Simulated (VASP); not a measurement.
# ZnO (P6_3mc) in VASP: notebook

ZnO is run at these levels: LDA; tasks: electric field gradients.

All numbers are computed with VASP 6.6.1; they aren't measurements. Logs are shortened: lines on timing, memory, paths and dates and some standing lists are left out, and cuts for length are marked.

**1. The cell of the first run**

Symmetry: P6_3mc, No. 186, hexagonal system. Conventional cell: a = 3.271 Å, b = 3.271 Å, c = 5.238 Å, α = 90.00°, β = 90.00°, γ = 120.00°. Zn (site symmetry 3m) has 4 O at 1.99 to 2.00 Å within 2.6 Å. Within 2.6 Å of O (site symmetry 3m) lie 4 Zn at 1.99 to 2.00 Å.

**2. Electric field gradients, LDA (volume scaled by 1.02)**

File INCAR:

```
SYSTEM = ZnO
ALGO     = Normal         ! electronic algorithm
EDIFF    = 1E-8           ! SCF threshold, eV
ENCUT    = 910            ! plane-wave cutoff, eV
GGA      = CA             ! functional
GGA_COMPAT= .False.      
ISIF     = 2              ! what is computed and relaxed
ISMEAR   = -1             ! smearing method
LASPH    = .True.         ! aspherical terms in the spheres
LCHARG   = .False.        ! write CHGCAR
LEFG     = .True.       
LREAL    = .False.        ! projectors in reciprocal space
LWAVE    = .False.        ! write WAVECAR
NBANDS   = 26             ! bands
NELM     = 120            ! most SCF steps
PREC     = Accurate       ! precision mode
SIGMA    = 0.01           ! smearing width, eV
```

File KPOINTS:

```
k-points
0
Gamma
  8 8 5
  0 0 0
```

File POSCAR:

```
ZnO
1.0
    3.2709185479      0.0000000000      0.0000000000
   -1.6354592739      2.8326985562      0.0000000000
    0.0000000000      0.0000000000      5.2382632560
Zn O
2 2
Direct
    0.3333333333      0.6666666667      0.0000000000
    0.6666666667      0.3333333333      0.5000000000
    0.3333333333      0.6666666667      0.3821000000
    0.6666666667      0.3333333333      0.8821000000
```

Potentials or basis: VASP PAW LDA potentials, release 64 (Zn, O_h).

The run is started by

```
> cat potpaw_LDA.64/Zn/POTCAR potpaw_LDA.64/O_h/POTCAR > POTCAR
> mpirun -np 1 vasp_std > vasp.out
```

OUTCAR:

```text
SYSTEM = ZnO
   EDIFF = 1E-8
   ENCUT = 910
   GGA = CA
   ISIF = 2
   ISMEAR = -1
   LASPH = .True.
   LREAL = .False.
   NELM = 120
   PREC = Accurate

 ion  position               nearest neighbor table
   1  0.333  0.667  0.000-   4 1.99   4 1.99   4 1.99   3 2.00
   2  0.667  0.333  0.500-   3 1.99   3 1.99   3 1.99   4 2.00
   3  0.333  0.667  0.382-   2 1.99   2 1.99   2 1.99   1 2.00
   4  0.667  0.333  0.882-   1 1.99   1 1.99   1 1.99   2 2.00

  LATTYP: Found a hexagonal cell.
 ALAT       =     3.2709185479
 C/A-ratio  =     1.6014655147

  Lattice vectors:

 A1 = (   3.2709185479,   0.0000000000,   0.0000000000)
 A2 = (  -1.6354592739,   2.8326985562,   0.0000000000)
 A3 = (   0.0000000000,   0.0000000000,   5.2382632560)

Analysis of symmetry for initial positions (statically):
=====================================================================
 Subroutine PRICEL returns:
 Original cell was already a primitive cell.

 Routine SETGRP: Setting up the symmetry group for a
 hexagonal supercell.

 Subroutine GETGRP returns: Found 12 space group operations
 (whereof  6 operations were pure point group operations)
 out of a pool of 24 trial point group operations.

The static configuration has the point symmetry C_3v.
 The point group associated with its full space group is C_6v.

Analysis of symmetry for dynamics (positions and initial velocities):
=====================================================================
 Subroutine PRICEL returns:
 Original cell was already a primitive cell.

 Routine SETGRP: Setting up the symmetry group for a
 hexagonal supercell.

 Subroutine GETGRP returns: Found 12 space group operations
 (whereof  6 operations were pure point group operations)
 out of a pool of 24 trial point group operations.

The dynamic configuration has the point symmetry C_3v.
 The point group associated with its full space group is C_6v.

 Subroutine INISYM returns: Found 12 space group operations
 (whereof  6 operations are pure point group operations),
 and found     1 'primitive' translations

----------------------------------------------------------------------------------------

                                     Primitive cell

  volume of cell :      48.5353

  direct lattice vectors                    reciprocal lattice vectors
     3.270918548  0.000000000  0.000000000     0.305724519  0.176510133  0.000000000
    -1.635459274  2.832698556  0.000000000     0.000000000  0.353020267  0.000000000
     0.000000000  0.000000000  5.238263256     0.000000000  0.000000000  0.190902967

  length of vectors
     3.270918548  3.270918548  5.238263256     0.353020267  0.353020267  0.190902967

  position of ions in fractional coordinates (direct lattice)
     0.333333333  0.666666667  0.000000000
     0.666666667  0.333333333  0.500000000
     0.333333333  0.666666667  0.382100000
     0.666666667  0.333333333  0.882100000

  ion indices of the primitive-cell ions
   primitive index   ion index
                 1           1
                 2           2
                 3           3
                 4           4

----------------------------------------------------------------------------------------

 KPOINTS: k-points

Automatic generation of k-mesh.
 Grid dimensions read from file:
 generate k-points for:    8    8    5

 Generating k-lattice:

  Cartesian coordinates                     Fractional coordinates (reciprocal lattice)
     0.038215565  0.022063767  0.000000000     0.125000000 -0.000000000  0.000000000
     0.000000000  0.044127533  0.000000000     0.000000000  0.125000000  0.000000000
     0.000000000  0.000000000  0.038180593     0.000000000  0.000000000  0.200000000

  Length of vectors
     0.044127533  0.044127533  0.038180593

  Shift w.r.t. Gamma in fractional coordinates (k-lattice)
     0.000000000  0.000000000  0.000000000

 Subroutine IBZKPT returns following result:
 ===========================================

 Found     30 irreducible k-points:

 Following reciprocal coordinates:
            Coordinates               Weight
  0.000000  0.000000  0.000000      1.000000
  0.125000  0.000000  0.000000      6.000000
  0.250000  0.000000  0.000000      6.000000
  0.375000  0.000000  0.000000      6.000000
  0.500000  0.000000  0.000000      3.000000
  0.125000  0.125000  0.000000      6.000000
[... 16 lines left out ...]
  0.250000  0.000000  0.400000     12.000000
  0.375000  0.000000  0.400000     12.000000
 [... further k-points ...]
   k-points           NKPTS =     30   k-points in BZ     NKDIM =     30   number of bands    NBANDS=     26
   number of dos      NEDOS =    301   number of ions     NIONS =      4
   total plane-waves  NPLWV =  55296
   dimension x,y,z NGX =    32 NGY =   32 NGZ =   54
   dimension x,y,z NGXF=    64 NGYF=   64 NGZF=  108
   ions per type =               2   2
   NGX,Y,Z   is equivalent  to a cutoff of  16.26, 16.26, 17.14 a.u.
   NGXF,Y,Z  is equivalent  to a cutoff of  32.53, 32.53, 34.28 a.u.
 SYSTEM =  ZnO
   PREC   = accura    normal or accurate (medium, high low for compatibility)
   ISTART =      0    job   : 0-new  1-cont  2-samecut
   ICHARG =      2    charge: 1-file 2-atom 10-const
   ISPIN  =      1    spin polarized calculation?
   LNONCOLLINEAR =      F non collinear calculations
   LSORBIT =      F    spin-orbit coupling
   LASPH  =      T    aspherical Exc in radial PAW
   ENCUT  =  910.0 eV  66.88 Ry    8.18 a.u.   8.05  8.05 12.88*2*pi/ulx,y,z
   NELM   =    120;   NELMIN=  2; NELMDL= -5     # of ELM steps
   EDIFF  = 0.1E-07   stopping-criterion for ELM
   LREAL  =      F    real-space projection
   EDIFFG = 0.1E-06   stopping-criterion for IOM
   NSW    =      0    number of steps for IOM
   IBRION =     -1    ionic relax: 0-MD 1-quasi-New 2-CG
   NFREE  =      0    steps in history (QN), initial steepest desc. (CG)
   ISIF   =      2    stress and relaxation
   ISYM   =      2    0-nonsym 1-usesym 2-fastsym
   POTIM  = 0.5000    time-step for ionic-motion
   TEBEG  =    0.0;   TEEND  =   0.0 temperature during run
   PSTRESS=    0.0 pullay stress
   NELECT =      36.0000    total number of electrons
   NUPDOWN=      -1.0000    fix difference up-down
   EMIN   =  10.00;   EMAX   =-10.00  energy-range for DOS
   EFERMI =   0.00;   METHOD = LEGACY
   ISMEAR =    -1;   SIGMA  =   0.01  broadening in eV -4-tet -1-fermi 0-gaus
   EFERMI_NEDOS =   21; number of points for ismear=-14 and -15
   IALGO  =     38    algorithm
   IMIX   =      4    mixing-type and parameters
     AMIX     =   0.40;   BMIX     =  1.00
     AMIX_MAG =   1.60;   BMIX_MAG =  1.00
  volume/ion in A,a.u.               =      12.13        81.88
  Fermi-wavevector in a.u.,A,eV,Ry     =   1.481915  2.800413 29.879361  2.196071
  Thomas-Fermi vector in A             =   2.595766
   LORBIT       =      0    0 simple, 1 ext, 2 COOP (PROOUT), +10 PAW based schemes
   GGA     = CA    functional components
   LHFCALC =     F    Hartree Fock is set to
   AEXX    =    0.0000 exact exchange contribution
   IVDW    =     0    specifies the selected vdW correction
   LEPSILON=     F    determine dielectric tensor
   LRPA    =     F    only Hartree local field effects (RPA)
 non-spin polarized calculation
  energy-cutoff  :      910.00
  volume of cell :       48.54
 maximum number of plane-waves:      3058
   NGX = 17   NGY = 17   NGZ = 25

 number of electron      35.9999997 magnetization

 Free energy of the ion-electron system (eV)
  ---------------------------------------------------
  ext. energy  EPLUGINS =         0.00000000
  ---------------------------------------------------
  free energy    TOTEN  =       -21.09404987 eV

  energy without entropy =      -21.09404987  energy(sigma->0) =      -21.09404987

 E-fermi :   1.2547     XC(G=0): -11.3649

 val. band max:        1.0204560067   @ k =   0.0000   0.0000   0.0000
 cond. band min:       1.7321938268   @ k =   0.0000   0.0000   0.0000
 fundamental gap:      0.7117378201
 Fermi energy:         1.2546872248

 k-point     1 :       0.0000    0.0000    0.0000
  band No.  band energies     occupation
      1     -16.6237      2.00000
      2     -15.8804      2.00000
      3      -4.6688      2.00000
      4      -4.6688      2.00000
      5      -4.5875      2.00000
      6      -4.5073      2.00000
[... 18 lines left out ...]
     25      14.7984      0.00000
     26      14.7984      0.00000
[... 644 lines left out ...]
      4      -4.9793      2.00000
      5      -4.3112      2.00000
      6      -4.2412      2.00000
[... 18 lines left out ...]
     25      14.2826      0.00000
     26      14.4969      0.00000

 [... further k-points ...]
[... 5 lines left out ...]
  --------------------------------------------------------------------------------------
  -------------------------------------------------------------------------------------
  Total       -2.7365991     -2.7365991     -2.5334995     -0.0000000      0.0000000      0.0000000
  in kB      -90.3367255    -90.3367255    -83.6322926     -0.0000000      0.0000000      0.0000000
  external PRESSURE =     -88.1019145 kB  Pullay stress =       0.0000000 kB

 VOLUME and BASIS-vectors are now :
 -----------------------------------------------------------------------------
  energy-cutoff  :      910.00
  volume of cell :       48.54
      direct lattice vectors                 reciprocal lattice vectors
     3.270918548  0.000000000  0.000000000     0.305724519  0.176510133  0.000000000
    -1.635459274  2.832698556  0.000000000     0.000000000  0.353020267  0.000000000
     0.000000000  0.000000000  5.238263256     0.000000000  0.000000000  0.190902967

 POSITION                                       TOTAL-FORCE (eV/Angst)
 -----------------------------------------------------------------------------------
     -0.00000      1.88847      0.00000        -0.000000      0.000000      0.040195
      1.63546      0.94423      2.61913         0.000000     -0.000000      0.040195
     -0.00000      1.88847      2.00154        -0.000000      0.000000     -0.040195
      1.63546      0.94423      4.62067         0.000000     -0.000000     -0.040195
 -----------------------------------------------------------------------------------
    total drift:                               -0.000000      0.000000     -0.000518

  FREE ENERGIE OF THE ION-ELECTRON SYSTEM (eV)
  ---------------------------------------------------
  free  energy   TOTEN  =       -21.0940498699 eV

  energy  without entropy=      -21.0940498699  energy(sigma->0) =      -21.09404987

 Electric field gradients (V/A^2)
---------------------------------------------------------------------
 ion       V_xx      V_yy      V_zz      V_xy      V_xz      V_yz
---------------------------------------------------------------------
   1      -3.784    -3.784     7.568    -0.001     0.000    -0.000
   2      -3.784    -3.784     7.568    -0.001    -0.000     0.000
   3       1.752     1.752    -3.504     0.000     0.000    -0.000
   4       1.752     1.752    -3.504     0.000    -0.000     0.000
---------------------------------------------------------------------

 Electric field gradients after diagonalization (V/A^2)
 (convention: |V_zz| > |V_xx| > |V_yy|)
----------------------------------------------------------------------
 ion       V_xx      V_yy      V_zz     asymmetry (V_yy - V_xx)/ V_zz
----------------------------------------------------------------------
   1      -3.785    -3.783     7.568       0.000
   2      -3.785    -3.783     7.568       0.000
   3       1.752     1.751    -3.504       0.000
   4       1.752     1.751    -3.504       0.000
----------------------------------------------------------------------

           NMR quadrupolar parameters

 Cq : quadrupolar parameter    Cq=e*Q*V_zz/h
 eta: asymmetry parameters     (V_yy - V_xx)/ V_zz
 Q  : nuclear electric quadrupole moment in mb (millibarn)
----------------------------------------------------------------------
 ion       Cq(MHz)       eta       Q (mb)
----------------------------------------------------------------------
   1       0.018       0.000       1.000
   2       0.018       0.000       1.000
   3      -0.008       0.000       1.000
   4      -0.008       0.000       1.000
----------------------------------------------------------------------
```

Run time: 71 s. Hardware: 1 thread of Intel Xeon Platinum 8259CL at 2.50GHz (Skylake/Cascade Lake), shared host; peak memory 0.24 GiB.

Results:

- Free energy: -21.0940 eV
- Pressure: -8.8 GPa
- Largest force: 0.040 eV/Å
- Band gap on the k mesh: 0.71 eV, direct

Forces in eV/Å, atoms in the order of the input:
```
Zn   0.000  0.000  0.040
Zn   0.000  0.000  0.040
O    0.000  0.000 -0.040
O    0.000  0.000 -0.040
```

Stress tensor (GPa, compression positive):
```
-9.03  0.00  0.00
 0.00 -9.03  0.00
 0.00  0.00 -8.36
```

Levels at points of the mesh, in eV from the valence-band top:
```
           k point  band 16  band 17  band 18  band 19  band 20  band 21
(0.00, 0.00, 0.00)    -0.08     0.00     0.00     0.71     4.99     8.05
(0.50, 0.00, 0.00)    -2.24    -1.26    -0.84     5.59     6.68     7.45
```

Electric field gradients, principal values (V/Å²):
| atom | least | middle | greatest (by size) |
| --- | --- | --- | --- |
| 1 Zn | -3.783 | -3.785 | 7.568 |
| 2 Zn | -3.783 | -3.785 | 7.568 |
| 3 O | 1.751 | 1.752 | -3.504 |
| 4 O | 1.751 | 1.752 | -3.504 |

Caveat: the cutoff is under 1.25 times the usual one of these potentials, so pressure, stress and relaxed cells hold a basis-set (Pulay) error; without QUAD_EFG the Cq values of the log hold for a quadrupole moment of 1 mb, not for the nuclei.

(Part 1 of 2 ends here.)
